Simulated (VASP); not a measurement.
# Ni (Fd-3m) in VASP: a series of runs

Ni is run at these levels: revPBE; tasks: single point, relaxation of cell and atoms.

Everything below comes from runs of VASP 6.6.1. Logs are shortened: lines on timing, memory, paths and dates and some standing lists are left out, and cuts for length are marked.

## 1. The cell of the first run

Symmetry: Fd-3m, No. 227, cubic system. Conventional cell: a = 5.280 Å, b = 5.280 Å, c = 5.280 Å, α = 90.00°, β = 90.00°, γ = 90.00°. Ni (site symmetry -43m) has 4 Ni at 2.29 Å within 3.0 Å.

## 2. Single point, revPBE, collinear spin, ferromagnetic start (volume scaled by 1.08)

Contents of INCAR:

```
PREC = Accurate ; ENCUT = 520
EDIFF = 1E-6 ; ISMEAR = -1
SIGMA = 0.05 ; LREAL = F
LASPH = T ; NELM = 150
ALGO = Normal ; ISIF = 2
LWAVE = F ; LCHARG = F
ISPIN = 2 ; MAGMOM = 0.849 0.849
LORBIT = 11 ; LMAXMIX = 4
GGA = RE ; NBANDS = 21
```

Contents of KPOINTS:

```
regular mesh
0
Gamma
  12 12 12
```

Contents of POSCAR:

```
Ni
1.0
    0.0000000000      2.6397688266      2.6397688266
    2.6397688266      0.0000000000      2.6397688266
    2.6397688266      2.6397688266      0.0000000000
Ni
2
Direct
    0.1250000000      0.1250000000      0.1250000000
    0.8750000000      0.8750000000      0.8750000000
```

Potentials or basis: VASP PAW PBE potentials, release 64 (Ni).

Started as:

```bash
$ cat potpaw_PBE.64/Ni/POTCAR > POTCAR
$ mpirun -np 1 vasp_std > vasp.out
```

OUTCAR:

```text
PREC = Accurate
   ENCUT = 520
   EDIFF = 1E-6
   ISMEAR = -1
   LREAL = F
   LASPH = T
   NELM = 150
   ISIF = 2
   ISPIN = 2
   LORBIT = 11
   GGA = RE

 ion  position               nearest neighbor table
   1  0.125  0.125  0.125-   2 2.29   2 2.29   2 2.29   2 2.29
   2  0.875  0.875  0.875-   1 2.29   1 2.29   1 2.29   1 2.29

  LATTYP: Found a face centered cubic cell.
 ALAT       =     5.2795376532

  Lattice vectors:

 A1 = (   0.0000000000,   2.6397688266,   2.6397688266)
 A2 = (   2.6397688266,   0.0000000000,   2.6397688266)
 A3 = (   2.6397688266,   2.6397688266,   0.0000000000)

Analysis of symmetry for initial positions (statically):
=====================================================================
 Subroutine PRICEL returns:
 Original cell was already a primitive cell.

 Routine SETGRP: Setting up the symmetry group for a
 face centered cubic supercell.

 Subroutine GETGRP returns: Found 48 space group operations
 (whereof 12 operations were pure point group operations)
 out of a pool of 48 trial point group operations.

The static configuration has the point symmetry D_3d.
 The point group associated with its full space group is O_h .

Analysis of symmetry for dynamics (positions and initial velocities):
=====================================================================
 Subroutine PRICEL returns:
 Original cell was already a primitive cell.

 Routine SETGRP: Setting up the symmetry group for a
 face centered cubic supercell.

 Subroutine GETGRP returns: Found 48 space group operations
 (whereof 12 operations were pure point group operations)
 out of a pool of 48 trial point group operations.

The dynamic configuration has the point symmetry D_3d.
 The point group associated with its full space group is O_h .

Analysis of structural, dynamic, and magnetic symmetry:
=====================================================================
 Subroutine PRICEL returns:
 Original cell was already a primitive cell.

 Routine SETGRP: Setting up the symmetry group for a
 face centered cubic supercell.

 Subroutine GETGRP returns: Found 48 space group operations
 (whereof 12 operations were pure point group operations)
 out of a pool of 48 trial point group operations.

The overall configuration has the point symmetry D_3d.
 The point group associated with its full space group is O_h .

 Subroutine INISYM returns: Found 48 space group operations
 (whereof 12 operations are pure point group operations),
 and found     1 'primitive' translations

----------------------------------------------------------------------------------------

                                     Primitive cell

  volume of cell :      36.7898

  direct lattice vectors                    reciprocal lattice vectors
     0.000000000  2.639768827  2.639768827    -0.189410525  0.189410525  0.189410525
     2.639768827  0.000000000  2.639768827     0.189410525 -0.189410525  0.189410525
     2.639768827  2.639768827  0.000000000     0.189410525  0.189410525 -0.189410525

  length of vectors
     3.733196876  3.733196876  3.733196876     0.328068653  0.328068653  0.328068653

  position of ions in fractional coordinates (direct lattice)
     0.125000000  0.125000000  0.125000000
     0.875000000  0.875000000  0.875000000

  ion indices of the primitive-cell ions
   primitive index   ion index
                 1           1
                 2           2

----------------------------------------------------------------------------------------

 KPOINTS: regular mesh

Automatic generation of k-mesh.
 Grid dimensions read from file:
 generate k-points for:   12   12   12

 Generating k-lattice:

  Cartesian coordinates                     Fractional coordinates (reciprocal lattice)
    -0.015784210  0.015784210  0.015784210     0.083333333  0.000000000  0.000000000
     0.015784210 -0.015784210  0.015784210     0.000000000  0.083333333  0.000000000
     0.015784210  0.015784210 -0.015784210     0.000000000  0.000000000  0.083333333

  Length of vectors
     0.027339054  0.027339054  0.027339054

  Shift w.r.t. Gamma in fractional coordinates (k-lattice)
     0.000000000  0.000000000  0.000000000

 Subroutine IBZKPT returns following result:
 ===========================================

 Found     72 irreducible k-points:

 Following reciprocal coordinates:
            Coordinates               Weight
  0.000000  0.000000  0.000000      1.000000
  0.083333  0.000000  0.000000      8.000000
  0.166667  0.000000  0.000000      8.000000
  0.250000  0.000000  0.000000      8.000000
  0.333333  0.000000  0.000000      8.000000
  0.416667  0.000000  0.000000      8.000000
[... 16 lines left out ...]
  0.500000  0.166667  0.000000     24.000000
 -0.416667  0.166667  0.000000     24.000000
 [... further k-points ...]
   k-points           NKPTS =     72   k-points in BZ     NKDIM =     72   number of bands    NBANDS=     21
   number of dos      NEDOS =    301   number of ions     NIONS =      2
   total plane-waves  NPLWV =  21952
   dimension x,y,z NGX =    28 NGY =   28 NGZ =   28
   dimension x,y,z NGXF=    56 NGYF=   56 NGZF=   56
   ions per type =               2
   NGX,Y,Z   is equivalent  to a cutoff of  12.47, 12.47, 12.47 a.u.
   NGXF,Y,Z  is equivalent  to a cutoff of  24.94, 24.94, 24.94 a.u.
 SYSTEM =  unknown system
   PREC   = accura    normal or accurate (medium, high low for compatibility)
   ISTART =      0    job   : 0-new  1-cont  2-samecut
   ICHARG =      2    charge: 1-file 2-atom 10-const
   ISPIN  =      2    spin polarized calculation?
   LNONCOLLINEAR =      F non collinear calculations
   LSORBIT =      F    spin-orbit coupling
   LASPH  =      T    aspherical Exc in radial PAW
   ENCUT  =  520.0 eV  38.22 Ry    6.18 a.u.   6.94  6.94  6.94*2*pi/ulx,y,z
   NELM   =    150;   NELMIN=  2; NELMDL= -5     # of ELM steps
   EDIFF  = 0.1E-05   stopping-criterion for ELM
   LREAL  =      F    real-space projection
   EDIFFG = 0.1E-04   stopping-criterion for IOM
   NSW    =      0    number of steps for IOM
   IBRION =     -1    ionic relax: 0-MD 1-quasi-New 2-CG
   NFREE  =      0    steps in history (QN), initial steepest desc. (CG)
   ISIF   =      2    stress and relaxation
   ISYM   =      2    0-nonsym 1-usesym 2-fastsym
   POTIM  = 0.5000    time-step for ionic-motion
   TEBEG  =    0.0;   TEEND  =   0.0 temperature during run
   PSTRESS=    0.0 pullay stress
   NELECT =      20.0000    total number of electrons
   NUPDOWN=      -1.0000    fix difference up-down
   EMIN   =  10.00;   EMAX   =-10.00  energy-range for DOS
   EFERMI =   0.00;   METHOD = LEGACY
   ISMEAR =    -1;   SIGMA  =   0.05  broadening in eV -4-tet -1-fermi 0-gaus
   EFERMI_NEDOS =   21; number of points for ismear=-14 and -15
   IALGO  =     38    algorithm
   IMIX   =      4    mixing-type and parameters
     AMIX     =   0.40;   BMIX     =  1.00
     AMIX_MAG =   1.60;   BMIX_MAG =  1.00
  volume/ion in A,a.u.               =      18.39       124.13
  Fermi-wavevector in a.u.,A,eV,Ry     =   1.336110  2.524882 24.288990  1.785190
  Thomas-Fermi vector in A             =   2.464762
   LORBIT       =     11    0 simple, 1 ext, 2 COOP (PROOUT), +10 PAW based schemes
   GGA     = RE    functional components
   LHFCALC =     F    Hartree Fock is set to
   AEXX    =    0.0000 exact exchange contribution
   IVDW    =     0    specifies the selected vdW correction
   LEPSILON=     F    determine dielectric tensor
   LRPA    =     F    only Hartree local field effects (RPA)
 spin polarized calculation
  energy-cutoff  :      520.00
  volume of cell :       36.79
 maximum number of plane-waves:      1004
   NGX = 13   NGY = 13   NGZ = 13

 number of electron      19.9999994 magnetization       1.5910850

 Free energy of the ion-electron system (eV)
  ---------------------------------------------------
  ext. energy  EPLUGINS =         0.00000000
  ---------------------------------------------------
  free energy    TOTEN  =        -7.79524490 eV

  energy without entropy =       -7.76023992  energy(sigma->0) =       -7.77774241

 E-fermi :   3.8710     XC(G=0): -10.0406

 val. band max:        3.8708387963   @ k =  -0.4167   0.3333   0.0833
 cond. band min:       3.8768054180   @ k =  -0.1667   0.0833   0.0000
 fundamental gap:      0.0059666218
 Fermi energy:         3.8709880641

 spin component 1

 k-point     1 :       0.0000    0.0000    0.0000
  band No.  band energies     occupation
      1      -2.1489      1.00000
      2       1.0140      1.00000
      3       1.0140      1.00000
      4       1.0140      1.00000
      5       1.0290      1.00000
      6       1.0290      1.00000
[... 13 lines left out ...]
     20      20.0475      0.00000
     21      20.0475      0.00000
[... 529 lines left out ...]
 k-point    24 :      -0.4167    0.1667    0.0000
  band No.  band energies     occupation
      1       0.5333      1.00000
      2       0.8029      1.00000
      3       0.9109      1.00000
      4       1.0639      1.00000
      5       1.2699      1.00000
      6       1.4210      1.00000
[... 13 lines left out ...]
     20      22.0441      0.00000
     21      22.8223      0.00000

 [... further k-points ...]

 spin component 2

 k-point     1 :       0.0000    0.0000    0.0000
  band No.  band energies     occupation
      1      -2.1854      1.00000
      2       1.7621      1.00000
      3       1.7621      1.00000
      4       1.7934      1.00000
      5       1.7934      1.00000
      6       1.7934      1.00000
[... 13 lines left out ...]
     20      19.9786      0.00000
     21      19.9786      0.00000
[... 529 lines left out ...]
 k-point    24 :      -0.4167    0.1667    0.0000
  band No.  band energies     occupation
      1       0.8105      1.00000
      2       1.5191      1.00000
      3       1.6974      1.00000
      4       1.7975      1.00000
      5       2.0017      1.00000
      6       2.1838      1.00000
[... 13 lines left out ...]
     20      22.0483      0.00000
     21      22.8442      0.00000

 [... further k-points ...]

------------------------ aborting loop because EDIFF is reached ----------------------------------------

  FORCE on cell =-STRESS in cart. coord.  units (eV):
  Direction    XX          YY          ZZ          XY          YZ          ZX
  --------------------------------------------------------------------------------------
  -------------------------------------------------------------------------------------
  Total       -1.1676577     -1.1676577     -1.1676577      0.0000000      0.0000000      0.0000000
  in kB      -50.8508766    -50.8508766    -50.8508766      0.0000000      0.0000000      0.0000000
  external PRESSURE =     -50.8508766 kB  Pullay stress =       0.0000000 kB

 VOLUME and BASIS-vectors are now :
 -----------------------------------------------------------------------------
  energy-cutoff  :      520.00
  volume of cell :       36.79
      direct lattice vectors                 reciprocal lattice vectors
     0.000000000  2.639768827  2.639768827    -0.189410525  0.189410525  0.189410525
     2.639768827  0.000000000  2.639768827     0.189410525 -0.189410525  0.189410525
     2.639768827  2.639768827  0.000000000     0.189410525  0.189410525 -0.189410525

 POSITION                                       TOTAL-FORCE (eV/Angst)
 -----------------------------------------------------------------------------------
      0.65994      0.65994      0.65994        -0.000000     -0.000000     -0.000000
      4.61960      4.61960      4.61960         0.000000      0.000000      0.000000
 -----------------------------------------------------------------------------------
    total drift:                                0.000000      0.000000      0.000000

  FREE ENERGIE OF THE ION-ELECTRON SYSTEM (eV)
  ---------------------------------------------------
  free  energy   TOTEN  =        -7.7952448955 eV

  energy  without entropy=       -7.7602399243  energy(sigma->0) =       -7.77774241

 total charge

# of ion       s       p       d       tot
------------------------------------------
    1        0.507   0.285   8.303   9.095
    2        0.507   0.285   8.303   9.095
--------------------------------------------------
tot          1.013   0.570  16.606  18.190

 magnetization (x)

# of ion       s       p       d       tot
------------------------------------------
    1       -0.014  -0.019   0.848   0.814
    2       -0.014  -0.019   0.848   0.814
--------------------------------------------------
tot         -0.029  -0.039   1.696   1.628
```

It took 70 s on 1 thread of AMD EPYC 9R45 (Zen 5), shared host; peak memory 0.19 GiB.

Results:

* Free energy: -7.7952 eV
* Pressure: -5.1 GPa
* Net moment: 1.59 μB per cell
* Site moments: Ni +0.81 μB
* Valence electrons inside the program's atomic spheres: Ni 9.10

Levels at points of the mesh, in eV from the Fermi level:
Spin up:
```
           k point  band 7  band 8  band 9  band 10  band 11  band 12  band 13  band 14  band 15  band 16
(0.00, 0.00, 0.00)   -1.62   -1.62   -1.62    -0.82    -0.82    10.72    10.72    10.72    11.41    11.41
(0.50, 0.00, 0.00)   -1.34   -1.34   -1.19    -0.96    -0.96     0.14     7.85     7.85    11.71    11.83
(0.50, 0.50, 0.00)   -1.79   -1.79   -0.86    -0.86     0.77     0.77     4.25     4.25     8.58     8.58
```
Spin down:
```tsv
k point	band 7	band 8	band 9	band 10	band 11	band 12
(0.00, 0.00, 0.00)	-0.75	-0.75	-0.75	0.08	0.08	10.84
(0.50, 0.00, 0.00)	-1.25	-0.50	-0.50	-0.01	-0.01	0.90
(0.50, 0.50, 0.00)	-0.96	-0.96	0.12	0.12	1.26	1.26
```

Caveat: the cell differs from its parent crystal (volume scaled by 1.08); the PAW data sets were made with another functional, which shifts forces and pressure a little.

## 3. Single point, revPBE, collinear spin, ferromagnetic start (volume scaled by 1.12)

Contents of INCAR:

```
  PREC = Accurate
  ENCUT = 520
  EDIFF = 1E-6
  ISMEAR = -1
  SIGMA = 0.05
  LREAL = F
  LASPH = T
  NELM = 150
  ALGO = Normal
  ISIF = 2
  LWAVE = F
  LCHARG = T
  ISPIN = 2
  MAGMOM = 0.849 0.849
  LORBIT = 11
  LMAXMIX = 4
  GGA = RE
  LELF = T
  LVHAR = T
  NBANDS = 21
```

KPOINTS is that of step 2.

Contents of POSCAR:

```
Ni
1.0
    0.0000000000      2.6719643024      2.6719643024
    2.6719643024      0.0000000000      2.6719643024
    2.6719643024      2.6719643024      0.0000000000
Ni
2
Direct
    0.1250000000      0.1250000000      0.1250000000
    0.8750000000      0.8750000000      0.8750000000
```

Potentials or basis: VASP PAW PBE potentials, release 64 (Ni).

Started as:

```bash
$ cat potpaw_PBE.64/Ni/POTCAR > POTCAR
$ mpirun -np 1 vasp_std > vasp.out
```

It took 70 s on 1 thread of AMD EPYC 9R45 (Zen 5), shared host; peak memory 0.19 GiB.

Results (log left out):

```yaml
Free_energy: -7.7441 eV
Pressure: -6.9 GPa
Net_moment: 1.60 μB per cell
Site_moments: Ni +0.82 μB
Valence_electrons_inside_the_program's_atomic_spheres: Ni 9.06
```

Levels at points of the mesh, in eV from the Fermi level:
Spin up:
```tsv
k point	band 7	band 8	band 9	band 10	band 11	band 12	band 13	band 14	band 15	band 16
(0.00, 0.00, 0.00)	-1.59	-1.59	-1.59	-0.83	-0.83	10.42	10.42	10.42	11.16	11.16
(0.50, 0.00, 0.00)	-1.32	-1.32	-1.11	-0.97	-0.97	0.09	7.65	7.65	11.55	11.60
(0.50, 0.50, 0.00)	-1.74	-1.74	-0.87	-0.87	0.73	0.73	4.18	4.18	8.38	8.38
```
Spin down:
```
           k point  band 6  band 7  band 8  band 9  band 10  band 11  band 12  band 13
(0.00, 0.00, 0.00)   -1.98   -0.70   -0.70   -0.70     0.07     0.07    10.53    10.53
(0.50, 0.00, 0.00)   -1.90   -1.17   -0.48   -0.48     0.00     0.00     0.85     7.71
(0.50, 0.50, 0.00)   -1.79   -0.92   -0.92    0.12     0.12     1.22     1.22     4.14
```

Caveat: the cell differs from its parent crystal (volume scaled by 1.12); the PAW data sets were made with another functional, which shifts forces and pressure a little.

## 4. Single point, revPBE

This run uses another cell than the first one, of 17.00 Å³/atom, 0.924 times its volume.

Contents of INCAR:

```
  ALGO = Normal
  EDIFF = 1E-6
  ENCUT = 520
  GGA = RE
  ISIF = 2
  ISMEAR = -1
  LASPH = True
  LCHARG = True
  LELF = True
  LREAL = False
  LVHAR = True
  LWAVE = False
  NBANDS = 17
  NELM = 100
  PREC = Accurate
  SIGMA = 0.1
```

Contents of KPOINTS:

```
k-points
0
Gamma
  11 11 11
```

Contents of POSCAR:

```
Ni
1.0
    0.0000000000      2.5713074402      2.5713074402
    2.5713074402      0.0000000000      2.5713074402
    2.5713074402      2.5713074402      0.0000000000
Ni
2
Direct
    0.1250000000      0.1250000000      0.1250000000
    0.8750000000      0.8750000000      0.8750000000
```

Started as:

```bash
$ cat potpaw_PBE.64/Ni/POTCAR > POTCAR
$ mpirun -np 1 vasp_std > vasp.out
```

It took 22 s on 1 thread of Intel Xeon 6975P-C, shared host; peak memory 0.17 GiB.

It converged, with:

* Free energy: -7.7523 eV
* Pressure: 0.1 GPa
* Band gap on the k mesh: zero (band 10 reaches 4.46 eV, above the bottom of band 11 at 4.18 eV)

Levels at points of the mesh, in eV from the Fermi level:
| k point | band 6 | band 7 | band 8 | band 9 | band 10 | band 11 | band 12 | band 13 | band 14 | band 15 |
| --- | --- | --- | --- | --- | --- | --- | --- | --- | --- | --- |
| (0.00, 0.00, 0.00) | -2.43 | -1.02 | -1.02 | -1.02 | -0.09 | -0.09 | 11.66 | 11.66 | 11.66 | 12.27 |

Caveat: the PAW data sets were made with another functional, which shifts forces and pressure a little; the run has no spin polarisation, though such a crystal can be magnetic. Spin polarisation is off, so any magnetic state and its effect on volume and gap are missing.

(Continued in part 2 of 2.)
